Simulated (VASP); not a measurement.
The system is GaN.

```
CELL_PARAMETERS angstrom
0.00000 2.20750 2.20750
2.20750 0.00000 2.20750
2.20750 2.20750 0.00000
ATOMIC_POSITIONS crystal
Ga 0.00000 0.00000 0.00000
N 0.25000 0.25000 0.25000
```

Base run:

```yaml
Program: VASP 6.6.1
Functional: r2SCAN
Dispersion: rVV10
Potentials_or_basis: VASP PAW PBE potentials, release 64 (Ga_d, N_h)
Cutoff: 1460 eV
k_mesh: 10 × 10 × 10
Occupations: fermi-dirac, width 0.05 eV
Spin: no spin polarisation
```

Its results: band gap on the k mesh 2.49 eV; pressure 12.1 GPa.

Q: The run is repeated on the same cell with these changes: dispersion from rVV10 to D3(BJ). What comes out?

A: Band gap on the k mesh 2.53 eV; pressure 11.6 GPa.

Caveats: the cell stands under pressure; the PAW data sets were made with another functional, which shifts forces and pressure a little.

